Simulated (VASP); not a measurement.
# W (Im-3m) in VASP: a series of runs, part 2 of 2

VASP 6.6.1. The steps go on from the part before.

## Step 3: Single point, PBE (equal strain along all axes, cell held: -1.0 %)

INCAR

```
SYSTEM = W
PREC     = Accurate       ! precision mode
ENCUT    = 520            ! plane-wave cutoff, eV
EDIFF    = 1E-6           ! SCF threshold, eV
ISMEAR   = 0              ! smearing method
SIGMA    = 0.1            ! smearing width, eV
LREAL    = .False.        ! projectors in reciprocal space
LASPH    = .True.         ! aspherical terms in the spheres
NELM     = 80             ! most SCF steps
ALGO     = Fast           ! electronic algorithm
ISIF     = 2              ! what is computed and relaxed
LWAVE    = .False.        ! write WAVECAR
LCHARG   = .False.        ! write CHGCAR
GGA      = PE             ! functional
NBANDS   = 21             ! bands
```

KPOINTS

```
Automatic mesh
0
Gamma
  16 16 16
  0 0 0
```

POSCAR

```
W
1.0
    3.1517275226      0.0000000000      0.0000000000
    0.0000000000      3.1517275226      0.0000000000
    0.0000000000      0.0000000000      3.1517275226
W
2
Direct
    0.0000000000      0.0000000000      0.0000000000
    0.5000000000      0.5000000000      0.5000000000
```

Potentials or basis: VASP PAW PBE potentials, release 64 (W_sv).

Run with:

```
cat potpaw_PBE.64/W_sv/POTCAR > POTCAR
mpirun -np 1 vasp_std > vasp.out
```

OUTCAR:

```text
SYSTEM = W
   PREC = Accurate
   ENCUT = 520
   EDIFF = 1E-6
   ISMEAR = 0
   LREAL = .False.
   LASPH = .True.
   NELM = 80
   ISIF = 2
   GGA = PE

 ion  position               nearest neighbor table
   1  0.000  0.000  0.000-   2 2.73   2 2.73   2 2.73   2 2.73   2 2.73   2 2.73   2 2.73   2 2.73

   2  0.500  0.500  0.500-   1 2.73   1 2.73   1 2.73   1 2.73   1 2.73   1 2.73   1 2.73   1 2.73

  LATTYP: Found a simple cubic cell.
 ALAT       =     3.1517275226

  Lattice vectors:

 A1 = (   3.1517275226,   0.0000000000,   0.0000000000)
 A2 = (   0.0000000000,   3.1517275226,   0.0000000000)
 A3 = (   0.0000000000,   0.0000000000,   3.1517275226)

Analysis of symmetry for initial positions (statically):
=====================================================================
 Subroutine PRICEL returns following result:

  LATTYP: Found a body centered cubic cell.
 ALAT       =     3.1517275226

  Lattice vectors:

 A1 = (   1.5758637613,   1.5758637613,  -1.5758637613)
 A2 = (  -1.5758637613,   1.5758637613,   1.5758637613)
 A3 = (   1.5758637613,  -1.5758637613,   1.5758637613)

   2 primitive cells build up your supercell.

 Routine SETGRP: Setting up the symmetry group for a
 simple cubic supercell.

 Subroutine GETGRP returns: Found 48 space group operations
 (whereof 48 operations were pure point group operations)
 out of a pool of 48 trial point group operations.

The static configuration has the point symmetry O_h .

Analysis of symmetry for dynamics (positions and initial velocities):
=====================================================================
 Subroutine PRICEL returns following result:

  LATTYP: Found a body centered cubic cell.
 ALAT       =     3.1517275226

  Lattice vectors:

 A1 = (   1.5758637613,   1.5758637613,  -1.5758637613)
 A2 = (  -1.5758637613,   1.5758637613,   1.5758637613)
 A3 = (   1.5758637613,  -1.5758637613,   1.5758637613)

   2 primitive cells build up your supercell.

 Routine SETGRP: Setting up the symmetry group for a
 simple cubic supercell.

 Subroutine GETGRP returns: Found 48 space group operations
 (whereof 48 operations were pure point group operations)
 out of a pool of 48 trial point group operations.

The dynamic configuration has the point symmetry O_h .

 Subroutine INISYM returns: Found 48 space group operations
 (whereof 48 operations are pure point group operations),
 and found     2 'primitive' translations

----------------------------------------------------------------------------------------

                                     Primitive cell

  volume of cell :      15.6537

  direct lattice vectors                    reciprocal lattice vectors
     1.575863761  1.575863761 -1.575863761     0.317286311  0.317286311  0.000000000
    -1.575863761  1.575863761  1.575863761    -0.000000000  0.317286311  0.317286311
     1.575863761 -1.575863761  1.575863761     0.317286311  0.000000000  0.317286311

  length of vectors
     2.729476100  2.729476100  2.729476100     0.448710605  0.448710605  0.448710605
[... 21 lines left out ...]
     0.000000000  0.000000000  0.019830394     0.000000000  0.000000000  0.062500000

  Length of vectors
     0.019830394  0.019830394  0.019830394

  Shift w.r.t. Gamma in fractional coordinates (k-lattice)
     0.000000000  0.000000000  0.000000000

 Subroutine IBZKPT returns following result:
 ===========================================

 Found    165 irreducible k-points:

 Following reciprocal coordinates:
            Coordinates               Weight
  0.000000  0.000000  0.000000      1.000000
  0.062500  0.000000  0.000000      6.000000
  0.125000  0.000000  0.000000      6.000000
  0.187500  0.000000  0.000000      6.000000
  0.250000  0.000000  0.000000      6.000000
  0.312500  0.000000  0.000000      6.000000
[... 16 lines left out ...]
  0.437500  0.125000  0.000000     24.000000
  0.500000  0.125000  0.000000     12.000000
 [... further k-points ...]
   k-points           NKPTS =    165   k-points in BZ     NKDIM =    165   number of bands    NBANDS=     21
   number of dos      NEDOS =    301   number of ions     NIONS =      2
   total plane-waves  NPLWV =  13824
   dimension x,y,z NGX =    24 NGY =   24 NGZ =   24
   dimension x,y,z NGXF=    48 NGYF=   48 NGZF=   48
   ions per type =               2
   NGX,Y,Z   is equivalent  to a cutoff of  12.66, 12.66, 12.66 a.u.
   NGXF,Y,Z  is equivalent  to a cutoff of  25.32, 25.32, 25.32 a.u.
 SYSTEM =  W
   PREC   = accura    normal or accurate (medium, high low for compatibility)
   ISTART =      0    job   : 0-new  1-cont  2-samecut
   ICHARG =      2    charge: 1-file 2-atom 10-const
   ISPIN  =      1    spin polarized calculation?
   LNONCOLLINEAR =      F non collinear calculations
   LSORBIT =      F    spin-orbit coupling
   LASPH  =      T    aspherical Exc in radial PAW
   ENCUT  =  520.0 eV  38.22 Ry    6.18 a.u.   5.86  5.86  5.86*2*pi/ulx,y,z
   NELM   =     80;   NELMIN=  2; NELMDL= -5     # of ELM steps
   EDIFF  = 0.1E-05   stopping-criterion for ELM
   LREAL  =      F    real-space projection
   EDIFFG = 0.1E-04   stopping-criterion for IOM
   NSW    =      0    number of steps for IOM
   IBRION =     -1    ionic relax: 0-MD 1-quasi-New 2-CG
   NFREE  =      0    steps in history (QN), initial steepest desc. (CG)
   ISIF   =      2    stress and relaxation
   ISYM   =      2    0-nonsym 1-usesym 2-fastsym
   POTIM  = 0.5000    time-step for ionic-motion
   TEBEG  =    0.0;   TEEND  =   0.0 temperature during run
   PSTRESS=    0.0 pullay stress
   NELECT =      28.0000    total number of electrons
   NUPDOWN=      -1.0000    fix difference up-down
   EMIN   =  10.00;   EMAX   =-10.00  energy-range for DOS
   EFERMI =   0.00;   METHOD = LEGACY
   ISMEAR =     0;   SIGMA  =   0.10  broadening in eV -4-tet -1-fermi 0-gaus
   EFERMI_NEDOS =   21; number of points for ismear=-14 and -15
   IALGO  =     68    algorithm
   IMIX   =      4    mixing-type and parameters
     AMIX     =   0.40;   BMIX     =  1.00
     AMIX_MAG =   1.60;   BMIX_MAG =  1.00
  volume/ion in A,a.u.               =      15.65       105.64
  Fermi-wavevector in a.u.,A,eV,Ry     =   1.577292  2.980650 33.849267  2.487851
  Thomas-Fermi vector in A             =   2.677996
   LORBIT       =      0    0 simple, 1 ext, 2 COOP (PROOUT), +10 PAW based schemes
   GGA     = PE    functional components
   LHFCALC =     F    Hartree Fock is set to
   AEXX    =    0.0000 exact exchange contribution
   IVDW    =     0    specifies the selected vdW correction
   LEPSILON=     F    determine dielectric tensor
   LRPA    =     F    only Hartree local field effects (RPA)
 non-spin polarized calculation
 RMM-DIIS sequential band-by-band and
 Gauss-broadening in eV      SIGMA  =   0.10
  energy-cutoff  :      520.00
  volume of cell :       31.31
 maximum number of plane-waves:       866
 NGX is ok and might be reduce to    24
   NGX = 11   NGY = 11   NGZ = 11

 number of electron      28.0000004 magnetization

 Free energy of the ion-electron system (eV)
  ---------------------------------------------------
  ext. energy  EPLUGINS =         0.00000000
  ---------------------------------------------------
  free energy    TOTEN  =       -25.87544935 eV

  energy without entropy =      -25.86838268  energy(sigma->0) =      -25.87191602

 E-fermi :  11.6644     XC(G=0): -13.7123

 val. band max:       11.6641783361   @ k =   0.5000   0.1250   0.0000
 cond. band min:      11.6857747760   @ k =   0.3750   0.1250   0.0000
 fundamental gap:      0.0215964399
 Fermi energy:        11.6644328066

 k-point     1 :       0.0000    0.0000    0.0000
  band No.  band energies     occupation
      1     -62.5409      2.00000
      2     -62.2936      2.00000
      3     -27.0216      2.00000
      4     -27.0216      2.00000
      5     -27.0216      2.00000
      6     -26.0835      2.00000
[... 565 lines left out ...]
     20      15.3002      0.00000
     21      25.5678      0.00000

 [... further k-points ...]

------------------------ aborting loop because EDIFF is reached ----------------------------------------

  FORCE on cell =-STRESS in cart. coord.  units (eV):
  Direction    XX          YY          ZZ          XY          YZ          ZX
  --------------------------------------------------------------------------------------
  -------------------------------------------------------------------------------------
  Total        2.0394208      2.0394208      2.0394208     -0.0000000      0.0000000     -0.0000000
  in kB      104.3689788    104.3689788    104.3689788     -0.0000000      0.0000000     -0.0000000
  external PRESSURE =     104.3689788 kB  Pullay stress =       0.0000000 kB

 VOLUME and BASIS-vectors are now :
 -----------------------------------------------------------------------------
  energy-cutoff  :      520.00
  volume of cell :       31.31
      direct lattice vectors                 reciprocal lattice vectors
     3.151727523  0.000000000  0.000000000     0.317286311  0.000000000  0.000000000
     0.000000000  3.151727523  0.000000000     0.000000000  0.317286311  0.000000000
     0.000000000  0.000000000  3.151727523     0.000000000  0.000000000  0.317286311

 POSITION                                       TOTAL-FORCE (eV/Angst)
 -----------------------------------------------------------------------------------
      0.00000      0.00000      0.00000        -0.000000     -0.000000     -0.000000
      1.57586      1.57586      1.57586         0.000000      0.000000      0.000000
 -----------------------------------------------------------------------------------
    total drift:                                0.000000      0.000000     -0.000000

  FREE ENERGIE OF THE ION-ELECTRON SYSTEM (eV)
  ---------------------------------------------------
  free  energy   TOTEN  =       -25.8754493497 eV

  energy  without entropy=      -25.8683826828  energy(sigma->0) =      -25.87191602
```

Run time: 1.8 min. Hardware: 1 thread of Intel Xeon 8259CL, shared host; peak memory 0.2 GiB.

Results:

```yaml
Free_energy: -25.8754 eV
Pressure: 10.4 GPa
Band_gap_on_the_k_mesh: zero (bands 14 and 15 overlap by 1.26 eV)
```

Caveat: the cell differs from its parent crystal (equal strain along all axes, cell held: -1.0 %); the cell stands under pressure; spin-orbit coupling is left out, which moves the levels of the heavy elements.

## Step 4: Single point, PBE (equal strain along all axes, cell held: +1.0 %)

INCAR

```
ALGO = Normal
EDIFF = 1E-7
ENCUT = 520
GGA = PE
ISIF = 2
ISMEAR = 0
LASPH = T
LCHARG = F
LREAL = F
LWAVE = F
NBANDS = 21
NELM = 80
PREC = Accurate
SIGMA = 0.1
```

KPOINTS

```
k-points
0
Gamma
  16 16 16
```

POSCAR

```
W
1.0
    3.2153987857      0.0000000000      0.0000000000
    0.0000000000      3.2153987857      0.0000000000
    0.0000000000      0.0000000000      3.2153987857
W
2
Direct
    0.0000000000      0.0000000000      0.0000000000
    0.5000000000      0.5000000000      0.5000000000
```

Run with:

```
cat potpaw_PBE.64/W_sv/POTCAR > POTCAR
mpirun -np 1 vasp_std > vasp.out
```

Run time: 86 s. Hardware: 1 thread of Intel Xeon 8259CL, shared host; peak memory 0.21 GiB.

Results (log left out):

- Free energy: -25.8849 eV
- Pressure: -8.0 GPa
- Band gap on the k mesh: zero (bands 14 and 15 overlap by 1.03 eV)

Levels at points of the mesh, in eV from the Fermi level:
| k point | band 10 | band 11 | band 12 | band 13 | band 14 | band 15 | band 16 | band 17 | band 18 | band 19 |
| --- | --- | --- | --- | --- | --- | --- | --- | --- | --- | --- |
| (0.00, 0.00, 0.00) | -5.49 | -5.49 | -1.18 | -1.18 | -1.18 | 2.12 | 2.12 | 4.80 | 4.80 | 4.80 |
| (0.50, 0.00, 0.00) | -5.14 | -2.62 | -2.62 | -0.53 | -0.53 | -0.53 | -0.53 | 1.26 | 1.26 | 3.22 |
| (0.50, 0.50, 0.00) | -6.00 | -3.37 | -3.37 | 0.50 | 0.50 | 1.99 | 1.99 | 2.91 | 2.91 | 5.71 |
| (0.50, 0.50, 0.50) | -2.88 | -2.88 | -2.88 | -2.88 | -2.88 | 3.06 | 3.06 | 3.06 | 3.06 | 6.14 |

Caveat: the cell differs from its parent crystal (equal strain along all axes, cell held: +1.0 %); the cell stands under tension; spin-orbit coupling is left out, which moves the levels of the heavy elements.

## Step 5: Single point, PBE (equal strain along all axes, cell held: +2.0 %)

INCAR

```
  ALGO = Normal
  EDIFF = 1E-7
  ENCUT = 520
  GGA = PE
  ISIF = 2
  ISMEAR = 0
  LASPH = T
  LCHARG = F
  LREAL = F
  LWAVE = F
  NBANDS = 21
  NELM = 100
  PREC = Accurate
  SIGMA = 0.1
```

KPOINTS is that of step 4.

POSCAR

```
W
1.0
    3.2472344172      0.0000000000      0.0000000000
    0.0000000000      3.2472344172      0.0000000000
    0.0000000000      0.0000000000      3.2472344172
W
2
Direct
    0.0000000000      0.0000000000      0.0000000000
    0.5000000000      0.5000000000      0.5000000000
```

Potentials or basis: VASP PAW PBE potentials, release 64 (W_sv).

Run with:

```
cat potpaw_PBE.64/W_sv/POTCAR > POTCAR
mpirun -np 1 vasp_std > vasp.out
```

OUTCAR:

```text
EDIFF = 1E-7
   ENCUT = 520
   GGA = PE
   ISIF = 2
   ISMEAR = 0
   LASPH = T
   LREAL = F
   NELM = 100
   PREC = Accurate

 ion  position               nearest neighbor table
   1  0.000  0.000  0.000-   2 2.81   2 2.81   2 2.81   2 2.81   2 2.81   2 2.81   2 2.81   2 2.81

   2  0.500  0.500  0.500-   1 2.81   1 2.81   1 2.81   1 2.81   1 2.81   1 2.81   1 2.81   1 2.81

  LATTYP: Found a simple cubic cell.
 ALAT       =     3.2472344172

  Lattice vectors:

[... 778 lines left out ...]

 [... further k-points ...]

------------------------ aborting loop because EDIFF is reached ----------------------------------------

  FORCE on cell =-STRESS in cart. coord.  units (eV):
  Direction    XX          YY          ZZ          XY          YZ          ZX
  --------------------------------------------------------------------------------------
  -------------------------------------------------------------------------------------
  Total       -3.3108427     -3.3108427     -3.3108427      0.0000000     -0.0000000      0.0000000
  in kB     -154.9202575   -154.9202575   -154.9202575      0.0000000     -0.0000000      0.0000000
  external PRESSURE =    -154.9202575 kB  Pullay stress =       0.0000000 kB

 VOLUME and BASIS-vectors are now :
 -----------------------------------------------------------------------------
  energy-cutoff  :      520.00
  volume of cell :       34.24
      direct lattice vectors                 reciprocal lattice vectors
     3.247234417  0.000000000  0.000000000     0.307954361  0.000000000  0.000000000
     0.000000000  3.247234417  0.000000000     0.000000000  0.307954361  0.000000000
     0.000000000  0.000000000  3.247234417     0.000000000  0.000000000  0.307954361

 POSITION                                       TOTAL-FORCE (eV/Angst)
 -----------------------------------------------------------------------------------
      0.00000      0.00000      0.00000        -0.000000     -0.000000     -0.000000
      1.62362      1.62362      1.62362         0.000000      0.000000      0.000000
 -----------------------------------------------------------------------------------
    total drift:                                0.000000      0.000000     -0.000000

  FREE ENERGIE OF THE ION-ELECTRON SYSTEM (eV)
  ---------------------------------------------------
  free  energy   TOTEN  =       -25.8116448495 eV

  energy  without entropy=      -25.8045216062  energy(sigma->0) =      -25.80808323
```

Run time: 92 s. Hardware: 1 thread of Intel Xeon 8259CL, shared host; peak memory 0.21 GiB.

What came out:

| Quantity | Value |
| --- | --- |
| Free energy | -25.8116 eV |
| Pressure | -15.5 GPa |
| Band gap on the k mesh | zero (bands 14 and 15 overlap by 0.94 eV) |

Caveat: the cell differs from its parent crystal (equal strain along all axes, cell held: +2.0 %); the cell stands under tension; spin-orbit coupling is left out, which moves the levels of the heavy elements.

## Step 6: Single point, PBE (equal strain along all axes, cell held: +3.0 %)

INCAR

```
PREC = Accurate
ENCUT = 520
EDIFF = 1E-7
ISMEAR = 0
SIGMA = 0.1
LREAL = False
LASPH = True
NELM = 100
ALGO = Normal
ISIF = 2
LWAVE = False
LCHARG = False
GGA = PE
NBANDS = 21
```

KPOINTS

```
Automatic mesh
0
Gamma
  16 16 16
```

POSCAR

```
W
1.0
    3.2790700487      0.0000000000      0.0000000000
    0.0000000000      3.2790700487      0.0000000000
    0.0000000000      0.0000000000      3.2790700487
W
2
Direct
    0.0000000000      0.0000000000      0.0000000000
    0.5000000000      0.5000000000      0.5000000000
```

Potentials or basis: VASP PAW PBE potentials, release 64 (W_sv).

Run with:

```
cat potpaw_PBE.64/W_sv/POTCAR > POTCAR
mpirun -np 1 vasp_std > vasp.out
```

It took 95 s on 1 thread of Intel Xeon 8259CL, shared host; peak memory 0.21 GiB.

The run converged. Its results:

```
Free energy            : -25.6927 eV
Pressure               : -22.0 GPa
Band gap on the k mesh : zero (bands 14 and 15 overlap by 0.85 eV)
```

Levels at points of the mesh, in eV from the Fermi level:
```
           k point  band 11  band 12  band 13  band 14  band 15  band 16  band 17  band 18
(0.00, 0.00, 0.00)    -5.05    -1.09    -1.09    -1.09     1.99     1.99     4.41     4.41
(0.50, 0.00, 0.00)    -2.35    -2.35    -0.49    -0.49    -0.49    -0.49     1.19     1.19
(0.50, 0.50, 0.00)    -3.11    -3.11     0.36     0.36     1.83     1.83     2.68     2.68
(0.50, 0.50, 0.50)    -2.72    -2.72    -2.72    -2.72     2.82     2.82     2.82     2.82
```

Caveat: the cell differs from its parent crystal (equal strain along all axes, cell held: +3.0 %); the cell stands under tension; spin-orbit coupling is left out, which moves the levels of the heavy elements.

## Step 7: Overview

| cell | gap on the mesh (eV) | pressure (GPa) |
| --- | --- | --- |
| a = 3.120 Å, 2 atoms | none | 21.7 |
| a = 3.152 Å, 2 atoms | none | 10.4 |
| a = 3.215 Å, 2 atoms | none | -8.0 |
| a = 3.247 Å, 2 atoms | none | -15.5 |
| a = 3.279 Å, 2 atoms | none | -22.0 |

Alike in all rows: task single point; level PBE; potentials or basis VASP PAW PBE potentials, release 64 (W_sv); no spin polarisation; k mesh 16 × 16 × 16; cutoff (eV) 520; smearing gaussian 0.1 eV.

Caveats: spin-orbit coupling is left out, which moves the levels of the heavy elements; the cell stands under tension (at least some runs); the cell stands under pressure (at least some runs).

Total energies depend on the potentials used, so only differences within one code and one set of settings carry meaning.
